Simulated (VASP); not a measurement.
Hf:

```xyz
2
Lattice="3.1184 0.0000 0.0000 -1.5592 2.7006 0.0000 0.0000 0.0000 4.9475" Properties=species:S:1:pos:R:3 pbc="T T T"
Hf    0.0000    1.8004    1.2369
Hf    1.5592    0.9002    3.7107
```

Base run:

```yaml
Program: VASP 6.6.1
Functional: LDA
Potentials_or_basis: VASP PAW LDA potentials, release 64 (Hf_pv)
Cutoff: 520 eV
k_mesh: 12 × 12 × 7
Occupations: fermi-dirac, width 0.1 eV
Spin: no spin polarisation
```

Its results: band gap on the k mesh zero (band 10 reaches 6.43 eV, above the bottom of band 11 at 5.03 eV); pressure 0.1 GPa.

Question: The run is repeated on the same cell with these changes: k mesh from 12 × 12 × 7 to 3 × 3 × 2. What comes out?

Answer: Band gap on the k mesh zero (band 10 reaches 6.42 eV, above the bottom of band 11 at 5.25 eV); pressure -0.5 GPa.

Caveats: some runs use coarse meshes; spin-orbit coupling is left out, which moves the levels of the heavy elements.
